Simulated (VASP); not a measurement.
# NiO (P6_3/mmc) in VASP: further runs

Aim: see how the results for NiO move with the level of theory and the settings. Levels: PBE, PBEsol. Tasks: single point.

Everything below comes from runs of VASP 6.6.1. Logs are shortened: lines on timing, memory, paths and dates and some standing lists are left out, and cuts for length are marked.

## Step 1: The cell of the first run

Symmetry: P6_3/mmc, No. 194, hexagonal system. The conventional cell has a = 2.936 Å, b = 2.936 Å, c = 5.075 Å, α = 90.00°, β = 90.00°, γ = 120.00°. Ni (site symmetry -3m) has 6 O at 2.12 Å and 2 Ni at 2.54 Å within 2.8 Å. Within 2.8 Å of O (site symmetry -6m2) lie 6 Ni at 2.12 Å.

## Step 2: Single point, PBE, collinear spin, antiferromagnetic start (volume scaled by 1.020)

File INCAR:

```
SYSTEM = NiO
ALGO = Normal
EDIFF = 1E-6
ENCUT = 520
GGA = PE
ISIF = 2
ISMEAR = 0
ISPIN = 2
LASPH = .TRUE.
LCHARG = .TRUE.
LELF = .TRUE.
LMAXMIX = 4
LORBIT = 11
LREAL = .FALSE.
LVHAR = .TRUE.
LWAVE = .FALSE.
MAGMOM = 1.46 -1.46 0 0
NBANDS = 28
NELM = 150
PREC = Accurate
SIGMA = 0.05
```

File KPOINTS:

```
k-points
0
G
  12 12 8
  0 0 0
```

File POSCAR:

```
NiO
1.0
    2.9362863566      0.0000000000      0.0000000000
   -1.4681431784      2.5428985776      0.0000000000
    0.0000000000      0.0000000000      5.0751984628
Ni O
2 2
Direct
    0.0000000000      0.0000000000      0.0000000000
    0.0000000000      0.0000000000      0.5000000000
    0.3333333333      0.6666666667      0.2500000969
    0.6666666667      0.3333333333      0.7499999031
```

Potentials or basis: VASP PAW PBE potentials, release 64 (Ni, O).

The run is started by

```sh
> cat potpaw_PBE.64/Ni/POTCAR potpaw_PBE.64/O/POTCAR > POTCAR
> mpirun -np 1 vasp_std > vasp.out
```

OUTCAR:

```text
SYSTEM = NiO
   EDIFF = 1E-6
   ENCUT = 520
   GGA = PE
   ISIF = 2
   ISMEAR = 0
   ISPIN = 2
   LASPH = .TRUE.
   LORBIT = 11
   LREAL = .FALSE.
   NELM = 150
   PREC = Accurate

 ion  position               nearest neighbor table
   1  0.000  0.000  0.000-   3 2.12   4 2.12   4 2.12   3 2.12   4 2.12   3 2.12   2 2.54   2 2.54

   2  0.000  0.000  0.500-   3 2.12   4 2.12   4 2.12   3 2.12   4 2.12   3 2.12   1 2.54   1 2.54

   3  0.333  0.667  0.250-   2 2.12   2 2.12   2 2.12   1 2.12   1 2.12   1 2.12
   4  0.667  0.333  0.750-   2 2.12   2 2.12   2 2.12   1 2.12   1 2.12   1 2.12

  LATTYP: Found a hexagonal cell.
 ALAT       =     2.9362863566
 C/A-ratio  =     1.7284412508

  Lattice vectors:

 A1 = (   2.9362863566,   0.0000000000,   0.0000000000)
 A2 = (  -1.4681431784,   2.5428985776,   0.0000000000)
 A3 = (   0.0000000000,   0.0000000000,   5.0751984628)

Analysis of symmetry for initial positions (statically):
=====================================================================
 Subroutine PRICEL returns:
 Original cell was already a primitive cell.

 Routine SETGRP: Setting up the symmetry group for a
 hexagonal supercell.

 Subroutine GETGRP returns: Found 24 space group operations
 (whereof 12 operations were pure point group operations)
 out of a pool of 24 trial point group operations.

The static configuration has the point symmetry D_3d.
 The point group associated with its full space group is D_6h.

Analysis of symmetry for dynamics (positions and initial velocities):
=====================================================================
 Subroutine PRICEL returns:
 Original cell was already a primitive cell.

 Routine SETGRP: Setting up the symmetry group for a
 hexagonal supercell.

 Subroutine GETGRP returns: Found 24 space group operations
 (whereof 12 operations were pure point group operations)
 out of a pool of 24 trial point group operations.

The dynamic configuration has the point symmetry D_3d.
 The point group associated with its full space group is D_6h.

Analysis of structural, dynamic, and magnetic symmetry:
=====================================================================
 Subroutine PRICEL returns:
 Original cell was already a primitive cell.

 Routine SETGRP: Setting up the symmetry group for a
 hexagonal supercell.

 Subroutine GETGRP returns: Found 24 space group operations
 (whereof 12 operations were pure point group operations)
 out of a pool of 24 trial point group operations.

The overall configuration has the point symmetry D_3d.
 The point group associated with its full space group is D_6h.
[... 126 lines left out ...]
  Thomas-Fermi vector in A             =   2.652485
   LORBIT       =     11    0 simple, 1 ext, 2 COOP (PROOUT), +10 PAW based schemes
   GGA     = PE    functional components
   LHFCALC =     F    Hartree Fock is set to
   AEXX    =    0.0000 exact exchange contribution
   IVDW    =     0    specifies the selected vdW correction
   LEPSILON=     F    determine dielectric tensor
   LRPA    =     F    only Hartree local field effects (RPA)
 spin polarized calculation
 Gauss-broadening in eV      SIGMA  =   0.05
  energy-cutoff  :      520.00
  volume of cell :       37.89
 maximum number of plane-waves:      1051
 NGX is ok and might be reduce to    24
   NGX = 11   NGY = 11   NGZ = 19

 number of electron      32.0000007 magnetization       0.0000000

 Free energy of the ion-electron system (eV)
  ---------------------------------------------------
  ext. energy  EPLUGINS =         0.00000000
  ---------------------------------------------------
  free energy    TOTEN  =       -23.32544468 eV

  energy without entropy =      -23.32544468  energy(sigma->0) =      -23.32544468

 E-fermi :   7.1208     XC(G=0): -12.4197

 val. band max:        6.8716563799   @ k =   0.0000   0.0000   0.0000
 cond. band min:       7.6064127418   @ k =   0.2500   0.0000   0.3750
 fundamental gap:      0.7347563619
 Fermi energy:         7.1208192595

 spin component 1

 k-point     1 :       0.0000    0.0000    0.0000
  band No.  band energies     occupation
      1     -12.5712      1.00000
      2     -11.4282      1.00000
      3      -0.5063      1.00000
      4       2.2295      1.00000
      5       2.2295      1.00000
      6       4.0644      1.00000
[... 733 lines left out ...]
     27      25.7655      0.00000
     28      28.7690      0.00000

 [... further k-points ...]

 spin component 2

 k-point     1 :       0.0000    0.0000    0.0000
  band No.  band energies     occupation
      1     -12.5712      1.00000
      2     -11.4282      1.00000
      3      -0.5063      1.00000
      4       2.2295      1.00000
      5       2.2295      1.00000
      6       4.0644      1.00000
[... 733 lines left out ...]
     27      25.7637      0.00000
     28      28.7565      0.00000

 [... further k-points ...]
[... 5 lines left out ...]
  --------------------------------------------------------------------------------------
  -------------------------------------------------------------------------------------
  Total       -0.8914106     -0.8914106     -0.8947769      0.0000000      0.0000000      0.0000000
  in kB      -37.6884162    -37.6884162    -37.8307410      0.0000000      0.0000000      0.0000000
  external PRESSURE =     -37.7358578 kB  Pullay stress =       0.0000000 kB

 VOLUME and BASIS-vectors are now :
 -----------------------------------------------------------------------------
  energy-cutoff  :      520.00
  volume of cell :       37.89
      direct lattice vectors                 reciprocal lattice vectors
     2.936286357  0.000000000  0.000000000     0.340566239  0.196626010  0.000000000
    -1.468143178  2.542898578  0.000000000     0.000000000  0.393252019  0.000000000
     0.000000000  0.000000000  5.075198463     0.000000000  0.000000000  0.197036630

 POSITION                                       TOTAL-FORCE (eV/Angst)
 -----------------------------------------------------------------------------------
      0.00000      0.00000      0.00000        -0.000000      0.000000     -0.000000
      0.00000      0.00000      2.53760        -0.000000      0.000000     -0.000000
     -0.00000      1.69527      1.26880         0.000000     -0.000000     -0.000000
      1.46814      0.84763      3.80640        -0.000000      0.000000      0.000000
 -----------------------------------------------------------------------------------
    total drift:                               -0.000000      0.000000     -0.000000

  FREE ENERGIE OF THE ION-ELECTRON SYSTEM (eV)
  ---------------------------------------------------
  free  energy   TOTEN  =       -23.3254446843 eV

  energy  without entropy=      -23.3254446843  energy(sigma->0) =      -23.32544468

 total charge

# of ion       s       p       d       tot
------------------------------------------
    1        0.328   0.398   8.254   8.980
    2        0.328   0.398   8.254   8.980
    3        1.564   3.376   0.000   4.940
    4        1.564   3.376   0.000   4.940
--------------------------------------------------
tot          3.785   7.547  16.509  27.841

 magnetization (x)

# of ion       s       p       d       tot
------------------------------------------
    1       -0.005  -0.010   1.337   1.323
    2        0.005   0.010  -1.337  -1.323
    3        0.000   0.000   0.000   0.000
    4        0.000   0.000   0.000   0.000
--------------------------------------------------
tot          0.000   0.000   0.000   0.000
```

stdout:

```text
POSCAR found type information on POSCAR NiO
 POSCAR found :  2 types and       4 ions
 scaLAPACK will be used
 LDA part: xc-table for (Slater+PW92), standard interpolation
 POSCAR, INCAR and KPOINTS ok, starting setup
 FFT: planning ... GRIDC
 FFT: planning ... GRID_SOFT
 FFT: planning ... GRID
 WAVECAR not read
 entering main loop
```

It took 1.8 min on 1 thread of AMD EPYC 9R45 (Zen 5), shared host; peak memory 0.25 GiB.

What came out:

* Free energy: -23.3254 eV
* Pressure: -3.8 GPa
* Band gap on the k mesh: 0.73 eV, indirect (least direct gap 0.84 eV)
* Net moment: 0.00 μB per cell
* Site moments: Ni +1.32, -1.32; O +0.00 μB
* Valence electrons inside the program's atomic spheres: Ni 8.98; O 4.94

Levels at points of the mesh, in eV from the valence-band top:
Spin up:
```csv
k point,band 14,band 15,band 16,band 17,band 18,band 19
"(0.00, 0.00, 0.00)",-0.64,-0.64,0.00,1.67,1.67,1.87
"(0.50, 0.00, 0.00)",-0.47,-0.32,-0.13,1.75,1.76,6.77
"(0.00, 0.00, 0.50)",-0.93,-0.23,-0.23,1.32,1.32,4.52
"(0.50, 0.00, 0.50)",-0.37,-0.35,-0.26,1.30,1.48,6.52
```
Spin down:
| k point | band 13 | band 14 | band 15 | band 16 | band 17 | band 18 | band 19 | band 20 |
| --- | --- | --- | --- | --- | --- | --- | --- | --- |
| (0.00, 0.00, 0.00) | -1.60 | -0.64 | -0.64 | 0.00 | 1.67 | 1.67 | 1.87 | 6.39 |
| (0.50, 0.00, 0.00) | -1.01 | -0.47 | -0.32 | -0.13 | 1.75 | 1.76 | 6.77 | 8.67 |
| (0.00, 0.00, 0.50) | -0.93 | -0.93 | -0.23 | -0.23 | 1.32 | 1.32 | 4.52 | 4.65 |
| (0.50, 0.00, 0.50) | -0.45 | -0.37 | -0.35 | -0.26 | 1.30 | 1.48 | 6.52 | 6.69 |

Caveat: the cell differs from its parent crystal (volume scaled by 1.020). A k mesh can miss the band edges.

## Step 3: Single point, PBE, collinear spin, antiferromagnetic start (volume scaled by 1.040)

File INCAR:

```
PREC = Accurate
ENCUT = 520
EDIFF = 1E-6
ISMEAR = 0
SIGMA = 0.05
LREAL = F
LASPH = T
NELM = 150
ALGO = Normal
ISIF = 2
LWAVE = F
LCHARG = F
ISPIN = 2
MAGMOM = 1.48 -1.48 0 0
LORBIT = 11
LMAXMIX = 4
GGA = PE
NBANDS = 28
```

File KPOINTS:

```
Automatic mesh
0
Gamma
  12 12 8
```

File POSCAR:

```
NiO
1.0
    2.9588103326      0.0000000000      0.0000000000
   -1.4794051663      2.5624049130      0.0000000000
    0.0000000000      0.0000000000      5.0962269290
Ni O
2 2
Direct
    0.0000000000      0.0000000000      0.0000000000
    0.0000000000      0.0000000000      0.5000000000
    0.3333333333      0.6666666667      0.2499999537
    0.6666666667      0.3333333333      0.7500000463
```

Potentials or basis: VASP PAW PBE potentials, release 64 (Ni, O).

The run is started by

```sh
> cat potpaw_PBE.64/Ni/POTCAR potpaw_PBE.64/O/POTCAR > POTCAR
> mpirun -np 1 vasp_std > vasp.out
```

Wall time 1.8 min (1 thread of AMD EPYC 9R45 (Zen 5), shared host); peak memory 0.25 GiB.

Results (log left out):

* Free energy: -23.3015 eV
* Pressure: -7.0 GPa
* Band gap on the k mesh: 0.72 eV, indirect (least direct gap 0.84 eV)
* Net moment: 0.00 μB per cell
* Site moments: Ni +1.33, -1.33; O +0.00 μB
* Valence electrons inside the program's atomic spheres: Ni 8.95; O 4.93

Levels at points of the mesh, in eV from the valence-band top:
Spin up:
```tsv
k point	band 13	band 14	band 15	band 16	band 17	band 18	band 19	band 20
(0.00, 0.00, 0.00)	-1.57	-0.63	-0.63	0.00	1.64	1.64	1.77	6.31
(0.50, 0.00, 0.00)	-1.01	-0.48	-0.33	-0.14	1.72	1.73	6.71	8.49
(0.00, 0.00, 0.50)	-0.90	-0.90	-0.24	-0.24	1.31	1.31	4.41	4.55
(0.50, 0.00, 0.50)	-0.47	-0.40	-0.35	-0.26	1.29	1.45	6.44	6.61
```
Spin down:
```csv
k point,band 12,band 13,band 14,band 15,band 16,band 17,band 18,band 19,band 20,band 21
"(0.00, 0.00, 0.00)",-1.57,-1.57,-0.63,-0.63,0.00,1.64,1.64,1.77,6.31,9.53
"(0.50, 0.00, 0.00)",-1.11,-1.01,-0.48,-0.33,-0.14,1.72,1.73,6.71,8.49,8.76
"(0.00, 0.00, 0.50)",-0.97,-0.90,-0.90,-0.24,-0.24,1.31,1.31,4.41,4.55,12.02
"(0.50, 0.00, 0.50)",-1.10,-0.47,-0.40,-0.35,-0.26,1.29,1.45,6.44,6.61,10.30
```

Caveat: the cell differs from its parent crystal (volume scaled by 1.040).

## Step 4: Single point, PBEsol, collinear spin, antiferromagnetic start

This run uses another cell than the first one, of 9.29 Å³/atom, 0.980 times its volume.

File INCAR:

```
  ALGO = Normal
  EDIFF = 1E-6
  ENCUT = 520
  GGA = PS
  ISIF = 2
  ISMEAR = 0
  ISPIN = 2
  LASPH = T
  LCHARG = F
  LMAXMIX = 4
  LORBIT = 11
  LREAL = F
  LWAVE = F
  MAGMOM = 1.46 -1.46 0 0
  NBANDS = 28
  NELM = 150
  PREC = Accurate
  SIGMA = 0.05
```

File KPOINTS:

```
k-points
0
Gamma
  12 12 8
```

File POSCAR:

```
NiO
1.0
    2.9130965603      0.0000000000      0.0000000000
   -1.4565482802      2.5228156249      0.0000000000
    0.0000000000      0.0000000000      5.0552182658
Ni O
2 2
Direct
    0.0000000000      0.0000000000      0.0000000000
    0.0000000000      0.0000000000      0.5000000000
    0.3333333333      0.6666666667      0.2499995579
    0.6666666667      0.3333333333      0.7500004421
```

The run is started by

```sh
> cat potpaw_PBE.64/Ni/POTCAR potpaw_PBE.64/O/POTCAR > POTCAR
> mpirun -np 1 vasp_std > vasp.out
```

Wall time 75 s (1 thread of Intel Xeon 6975P-C (Granite Rapids), shared host); peak memory 0.27 GiB.

The run converged. Its results:

* Free energy: -25.1079 eV
* Pressure: -10.4 GPa
* Band gap on the k mesh: 0.52 eV, indirect (least direct gap 0.62 eV)
* Net moment: 0.00 μB per cell
* Site moments: Ni +1.25, -1.25; O +0.00 μB
* Valence electrons inside the program's atomic spheres: Ni 9.04; O 4.92

Stress tensor (GPa, compression positive):
```
-10.09   0.00   0.00
  0.00 -10.09   0.00
  0.00   0.00 -11.09
```

Levels at points of the mesh, in eV from the valence-band top:
Spin up:
```tsv
k point	band 13	band 14	band 15	band 16	band 17	band 18	band 19	band 20
(0.00, 0.00, 0.00)	-1.69	-0.68	-0.68	0.00	1.53	1.53	1.79	6.23
(0.50, 0.00, 0.00)	-1.07	-0.50	-0.31	-0.10	1.61	1.61	6.58	8.68
(0.00, 0.00, 0.50)	-0.95	-0.95	-0.26	-0.26	1.11	1.11	4.44	4.57
(0.50, 0.00, 0.50)	-0.47	-0.36	-0.33	-0.24	1.08	1.29	6.39	6.54
```
Spin down:
| k point | band 14 | band 15 | band 16 | band 17 | band 18 | band 19 |
| --- | --- | --- | --- | --- | --- | --- |
| (0.00, 0.00, 0.00) | -0.68 | -0.68 | 0.00 | 1.53 | 1.53 | 1.79 |
| (0.50, 0.00, 0.00) | -0.50 | -0.31 | -0.10 | 1.61 | 1.61 | 6.58 |
| (0.00, 0.00, 0.50) | -0.95 | -0.26 | -0.26 | 1.11 | 1.11 | 4.44 |
| (0.50, 0.00, 0.50) | -0.36 | -0.33 | -0.24 | 1.08 | 1.29 | 6.39 |

Caveat: the PAW data sets were made with another functional, which shifts forces and pressure a little. A k mesh can miss the band edges.

## Step 5: Summary

```csv
level,cell,gap on the mesh (eV),pressure (GPa),moment (μB)
PBE,"a = 2.936, b = 2.936, c = 5.075 Å, angles 90.0, 90.0, 120.0°, 4 atoms",0.73,-3.8,0.00
PBE,"a = 2.959, b = 2.959, c = 5.096 Å, angles 90.0, 90.0, 120.0°, 4 atoms",0.72,-7.0,0.00
PBEsol,"a = 2.913, b = 2.913, c = 5.055 Å, angles 90.0, 90.0, 120.0°, 4 atoms",0.52,-10.4,0.00
```

Alike in all rows: task single point; potentials or basis VASP PAW PBE potentials, release 64 (Ni, O); spin collinear, antiferromagnetic start; k mesh 12 × 12 × 8; cutoff (eV) 520; smearing gaussian 0.05 eV.

Caveats: the PAW data sets were made with another functional, which shifts forces and pressure a little (some runs).

Absolute energies hang on the potentials; compare differences alone.
